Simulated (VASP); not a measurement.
# As3F (P4/mmm) in VASP: a series of runs

The runs below take As3F through single point, relaxation of cell and atoms, with PBE.

Everything below comes from runs of VASP 6.6.1. Logs are shortened: lines on timing, memory, paths and dates and some standing lists are left out, and cuts for length are marked.

### 1 The cell of the first run

Symmetry: P4/mmm, No. 123, tetragonal system. The conventional cell has a = 4.062 Å, b = 4.062 Å, c = 4.021 Å, α = 90.00°, β = 90.00°, γ = 90.00°. As (site symmetry mmm) has 8 As at 2.86 to 2.87 Å and 4 F at 2.86 Å within 3.8 Å. Within 3.8 Å of As (site symmetry 4/mmm) lie 8 As at 2.86 Å and 4 F at 2.87 Å. F (site symmetry 4/mmm) has 12 As at 2.86 to 2.87 Å within 3.8 Å.

### 2 Single point, PBE

File INCAR:

```
ALGO = Normal
EDIFF = 1E-6
ENCUT = 520
GGA = PE
ISIF = 2
ISMEAR = 0
LASPH = T
LCHARG = T
LELF = T
LREAL = F
LVHAR = T
LWAVE = F
NBANDS = 19
NELM = 60
PREC = Accurate
SIGMA = 0.1
```

File KPOINTS:

```
k-points
0
Gamma
  12 12 12
```

File POSCAR:

```
As3F
1.0
    4.0617310483      0.0000000000      0.0000000000
    0.0000000000      4.0617310483      0.0000000000
    0.0000000000      0.0000000000      4.0210530766
As F
3 1
Direct
    0.0000000000      0.5000000000      0.5000000000
    0.5000000000      0.0000000000      0.5000000000
    0.5000000000      0.5000000000      0.0000000000
    0.0000000000      0.0000000000      0.0000000000
```

Potentials or basis: VASP PAW PBE potentials, release 64 (As, F).

Started as:

```bash
$ cat potpaw_PBE.64/As/POTCAR potpaw_PBE.64/F/POTCAR > POTCAR
$ mpirun -np 1 vasp_std > vasp.out
```

OUTCAR:

```text
EDIFF = 1E-6
   ENCUT = 520
   GGA = PE
   ISIF = 2
   ISMEAR = 0
   LASPH = T
   LREAL = F
   NELM = 60
   PREC = Accurate

 ion  position               nearest neighbor table
   1  0.000  0.500  0.500-   3 2.86   3 2.86   3 2.86   3 2.86   2 2.87   2 2.87   2 2.87   2 2.87

   2  0.500  0.000  0.500-   3 2.86   3 2.86   3 2.86   3 2.86   1 2.87   1 2.87   1 2.87   1 2.87

   3  0.500  0.500  0.000-   1 2.86   2 2.86   1 2.86   2 2.86   2 2.86   2 2.86   1 2.86   1 2.86

   4  0.000  0.000  0.000-

  LATTYP: Found a simple tetragonal cell.
 ALAT       =     4.0617310483
 C/A-ratio  =     0.9899850652

  Lattice vectors:

 A1 = (   4.0617310483,   0.0000000000,   0.0000000000)
 A2 = (   0.0000000000,   4.0617310483,   0.0000000000)
 A3 = (   0.0000000000,   0.0000000000,   4.0210530766)

Analysis of symmetry for initial positions (statically):
=====================================================================
 Subroutine PRICEL returns:
 Original cell was already a primitive cell.

 Routine SETGRP: Setting up the symmetry group for a
 simple tetragonal supercell.

 Subroutine GETGRP returns: Found 16 space group operations
 (whereof 16 operations were pure point group operations)
 out of a pool of 16 trial point group operations.

The static configuration has the point symmetry D_4h.

Analysis of symmetry for dynamics (positions and initial velocities):
=====================================================================
 Subroutine PRICEL returns:
 Original cell was already a primitive cell.

 Routine SETGRP: Setting up the symmetry group for a
 simple tetragonal supercell.

 Subroutine GETGRP returns: Found 16 space group operations
 (whereof 16 operations were pure point group operations)
 out of a pool of 16 trial point group operations.

The dynamic configuration has the point symmetry D_4h.

 Subroutine INISYM returns: Found 16 space group operations
 (whereof 16 operations are pure point group operations),
 and found     1 'primitive' translations

----------------------------------------------------------------------------------------

                                     Primitive cell

  volume of cell :      66.3380

  direct lattice vectors                    reciprocal lattice vectors
     4.061731048  0.000000000  0.000000000     0.246200447  0.000000000  0.000000000
[... 89 lines left out ...]
   NELM   =     60;   NELMIN=  2; NELMDL= -5     # of ELM steps
   EDIFF  = 0.1E-05   stopping-criterion for ELM
   LREAL  =      F    real-space projection
   EDIFFG = 0.1E-04   stopping-criterion for IOM
   NSW    =      0    number of steps for IOM
   IBRION =     -1    ionic relax: 0-MD 1-quasi-New 2-CG
   NFREE  =      0    steps in history (QN), initial steepest desc. (CG)
   ISIF   =      2    stress and relaxation
   ISYM   =      2    0-nonsym 1-usesym 2-fastsym
   POTIM  = 0.5000    time-step for ionic-motion
   TEBEG  =    0.0;   TEEND  =   0.0 temperature during run
   PSTRESS=    0.0 pullay stress
   NELECT =      22.0000    total number of electrons
   NUPDOWN=      -1.0000    fix difference up-down
   EMIN   =  10.00;   EMAX   =-10.00  energy-range for DOS
   EFERMI =   0.00;   METHOD = LEGACY
   ISMEAR =     0;   SIGMA  =   0.10  broadening in eV -4-tet -1-fermi 0-gaus
   EFERMI_NEDOS =   21; number of points for ismear=-14 and -15
   IALGO  =     38    algorithm
   IMIX   =      4    mixing-type and parameters
     AMIX     =   0.40;   BMIX     =  1.00
     AMIX_MAG =   1.60;   BMIX_MAG =  1.00
  volume/ion in A,a.u.               =      16.58       111.92
  Fermi-wavevector in a.u.,A,eV,Ry     =   1.133170  2.141381 17.470886  1.284074
  Thomas-Fermi vector in A             =   2.269872
   LORBIT       =      0    0 simple, 1 ext, 2 COOP (PROOUT), +10 PAW based schemes
   GGA     = PE    functional components
   LHFCALC =     F    Hartree Fock is set to
   AEXX    =    0.0000 exact exchange contribution
   IVDW    =     0    specifies the selected vdW correction
   LEPSILON=     F    determine dielectric tensor
   LRPA    =     F    only Hartree local field effects (RPA)
 non-spin polarized calculation
 Gauss-broadening in eV      SIGMA  =   0.10
  energy-cutoff  :      520.00
  volume of cell :       66.34
 maximum number of plane-waves:      1808
   NGX = 15   NGY = 15   NGZ = 15

 number of electron      21.9999989 magnetization

 Free energy of the ion-electron system (eV)
  ---------------------------------------------------
  ext. energy  EPLUGINS =         0.00000000
  ---------------------------------------------------
  free energy    TOTEN  =       -16.02477552 eV

  energy without entropy =      -16.01558092  energy(sigma->0) =      -16.02017822

 E-fermi :   5.2896     XC(G=0): -10.6960

 val. band max:        5.2867118774   @ k =   0.1667   0.0000   0.1667
 cond. band min:       5.2925482320   @ k =   0.0000   0.0000   0.3333
 fundamental gap:      0.0058363546
 Fermi energy:         5.2896097996

 k-point     1 :       0.0000    0.0000    0.0000
  band No.  band energies     occupation
      1     -16.1604      2.00000
      2      -8.8956      2.00000
      3      -2.7697      2.00000
      4      -2.6509      2.00000
      5       0.0520      2.00000
      6       0.0520      2.00000
[... 505 lines left out ...]
      6       1.8662      2.00000
[... 11 lines left out ...]
     18      15.7187      0.00000
     19      16.2361      0.00000

 [... further k-points ...]

------------------------ aborting loop because EDIFF is reached ----------------------------------------

  FORCE on cell =-STRESS in cart. coord.  units (eV):
  Direction    XX          YY          ZZ          XY          YZ          ZX
  --------------------------------------------------------------------------------------
  -------------------------------------------------------------------------------------
  Total       -0.0172771     -0.0172771     -0.0155538      0.0000000      0.0000000      0.0000000
  in kB       -0.4172714     -0.4172714     -0.3756522      0.0000000      0.0000000      0.0000000
  external PRESSURE =      -0.4033983 kB  Pullay stress =       0.0000000 kB

 VOLUME and BASIS-vectors are now :
 -----------------------------------------------------------------------------
  energy-cutoff  :      520.00
  volume of cell :       66.34
      direct lattice vectors                 reciprocal lattice vectors
     4.061731048  0.000000000  0.000000000     0.246200447  0.000000000  0.000000000
     0.000000000  4.061731048  0.000000000     0.000000000  0.246200447  0.000000000
     0.000000000  0.000000000  4.021053077     0.000000000  0.000000000  0.248691072

 POSITION                                       TOTAL-FORCE (eV/Angst)
 -----------------------------------------------------------------------------------
      0.00000      2.03087      2.01053         0.000000      0.000000      0.000000
      2.03087      0.00000      2.01053         0.000000      0.000000      0.000000
      2.03087      2.03087      0.00000         0.000000      0.000000      0.000000
      0.00000      0.00000      0.00000         0.000000      0.000000      0.000000
 -----------------------------------------------------------------------------------
    total drift:                               -0.000000      0.000000     -0.000000

  FREE ENERGIE OF THE ION-ELECTRON SYSTEM (eV)
  ---------------------------------------------------
  free  energy   TOTEN  =       -16.0247755202 eV

  energy  without entropy=      -16.0155809174  energy(sigma->0) =      -16.02017822
```

OSZICAR:

```text
N       E                     dE             d eps       ncg     rms          rms(c)
DAV:   1     0.780862606812E+02    0.78086E+02   -0.94523E+03  7448   0.101E+03
DAV:   2    -0.133156249885E+02   -0.91402E+02   -0.88283E+02 10261   0.175E+02
DAV:   3    -0.176777830772E+02   -0.43622E+01   -0.43185E+01  8734   0.383E+01
DAV:   4    -0.176995221846E+02   -0.21739E-01   -0.21729E-01  8631   0.284E+00
DAV:   5    -0.176995834201E+02   -0.61235E-04   -0.61234E-04  8487   0.164E-01    0.744E+00
DAV:   6    -0.161108378072E+02    0.15887E+01   -0.59995E+00  7911   0.219E+01    0.330E+00
DAV:   7    -0.160573576066E+02    0.53480E-01   -0.63840E-01  8150   0.517E+00    0.175E+00
DAV:   8    -0.160282652635E+02    0.29092E-01   -0.18366E-01  8228   0.307E+00    0.448E-01
DAV:   9    -0.160247162590E+02    0.35490E-02   -0.11254E-02  8225   0.693E-01    0.117E-01
DAV:  10    -0.160249555603E+02   -0.23930E-03   -0.20707E-03  8290   0.272E-01    0.109E-01
DAV:  11    -0.160247780785E+02    0.17748E-03   -0.78044E-04  8258   0.186E-01    0.230E-02
DAV:  12    -0.160247770825E+02    0.99601E-06   -0.46602E-05  8507   0.440E-02    0.105E-02
DAV:  13    -0.160247756706E+02    0.14119E-05   -0.85895E-06  8208   0.221E-02    0.161E-03
DAV:  14    -0.160247755202E+02    0.15035E-06   -0.59023E-07  4654   0.572E-03
   1 F= -.16024776E+02 E0= -.16020178E+02  d E =-.919460E-02
```

Run time: 4.1 min. Hardware: 1 thread of Oxide Virtual Turin-like, shared host; peak memory 0.29 GiB.

Results:

```yaml
Free_energy: -16.0248 eV
Pressure: 0.0 GPa
Band_gap_on_the_k_mesh: zero (bands 11 and 12 overlap by 2.31 eV)
```

Levels at points of the mesh, in eV from the Fermi level:
| k point | band 7 | band 8 | band 9 | band 10 | band 11 | band 12 | band 13 | band 14 | band 15 | band 16 |
| --- | --- | --- | --- | --- | --- | --- | --- | --- | --- | --- |
| (0.00, 0.00, 0.00) | -5.15 | -1.94 | -1.94 | -1.93 | 1.79 | 1.79 | 1.79 | 3.76 | 5.27 | 5.27 |
| (0.50, 0.00, 0.00) | -3.31 | -3.19 | -2.95 | -0.35 | 0.10 | 0.40 | 0.40 | 0.58 | 3.76 | 3.83 |
| (0.50, 0.50, 0.00) | -3.11 | -3.11 | -2.43 | -1.38 | -0.47 | -0.47 | 1.21 | 1.21 | 4.79 | 5.65 |
| (0.00, 0.00, 0.50) | -3.24 | -3.24 | -2.98 | -0.45 | 0.11 | 0.34 | 0.34 | 0.60 | 3.70 | 3.70 |
| (0.50, 0.00, 0.50) | -3.17 | -3.17 | -2.59 | -1.44 | -0.55 | -0.51 | 1.20 | 1.23 | 4.96 | 5.80 |
| (0.50, 0.50, 0.50) | -5.88 | -5.86 | -0.89 | -0.89 | -0.82 | 5.16 | 5.36 | 5.84 | 5.98 | 5.98 |

### 3 Relaxation of cell and atoms, PBE

This run uses another cell than the first one, of 17.45 Å³/atom.

File INCAR:

```
SYSTEM = As3F
PREC = Accurate
ENCUT = 600
EDIFF = 1E-6
ISMEAR = 0
SIGMA = 0.1
LREAL = .FALSE.
LASPH = .TRUE.
NELM = 100
ALGO = Normal
ISIF = 3
LWAVE = .FALSE.
LCHARG = .FALSE.
GGA = PE
IBRION = 2
NSW = 100
EDIFFG = -0.01
```

File KPOINTS:

```
regular mesh
0
G
  12 12 12
  0 0 0
```

File POSCAR:

```
As3F
1.0
    4.1315042482      0.0000000000      0.0000000000
    0.0000000000      4.1315042482      0.0000000000
    0.0000000000      0.0000000000      4.0890381510
As F
3 1
Direct
    0.0000000000      0.5000000000      0.5000000000
    0.5000000000      0.0000000000      0.5000000000
    0.5000000000      0.5000000000      0.0000000000
    0.0000000000      0.0000000000      0.0000000000
```

Potentials or basis: VASP PAW PBE potentials, release 64 (As, F).

Started as:

```bash
$ cat potpaw_PBE.64/As/POTCAR potpaw_PBE.64/F/POTCAR > POTCAR
$ mpirun -np 1 vasp_std > vasp.out
```

It took 13 min on 1 thread of Oxide Virtual Turin-like, shared host; peak memory 0.35 GiB.

The run converged. Its results:

```yaml
Free_energy: -16.0294 eV
Relaxed_volume: 16.56 Å³/atom
Relaxed_cell: a = 4.061 Å, b = 4.061 Å, c = 4.018 Å, α = 90.00°, β = 90.00°, γ = 90.00°
Space_group_after_relaxing_to_0.1_Å: Pm-3m (No. 221)
Energy_gained_by_relaxing: 11.4 meV/atom
Ionic_steps: 3
Pressure_after_relaxing: 0.0 GPa
Band_gap_on_the_k_mesh: zero (bands 11 and 12 overlap by 2.31 eV)
```

The path:
```
step  energy change (eV)  largest force (eV/Å)  pressure (GPa)  volume (Å³)
   1              0.0000                0.0000           -3.91        69.80
   2             -0.0435                0.0000            0.91        65.58
   3             -0.0454                0.0000            0.01        66.26
```

Final structure:
```
As F
1.0
     4.06064    0.00000    0.00000
     0.00000    4.06064    0.00000
     0.00000    0.00000    4.01841
As F
3 1
Direct
  0.00000 0.50000 0.50000
  0.50000 0.00000 0.50000
  0.50000 0.50000 0.00000
  0.00000 0.00000 0.00000
```

Levels at points of the mesh, in eV from the Fermi level:
```csv
k point,band 8,band 9,band 10,band 11,band 12,band 13,band 14,band 15
"(0.00, 0.00, 0.00)",-1.95,-1.95,-1.93,1.80,1.80,1.80,3.76,5.28
"(0.50, 0.00, 0.00)",-3.19,-2.96,-0.35,0.10,0.40,0.40,0.58,3.77
"(0.50, 0.50, 0.00)",-3.11,-2.43,-1.38,-0.47,-0.47,1.21,1.21,4.79
"(0.00, 0.00, 0.50)",-3.24,-2.98,-0.45,0.11,0.34,0.34,0.61,3.70
"(0.50, 0.00, 0.50)",-3.17,-2.60,-1.45,-0.55,-0.52,1.20,1.23,4.97
"(0.50, 0.50, 0.50)",-5.86,-0.89,-0.89,-0.82,5.16,5.37,5.85,5.99
```
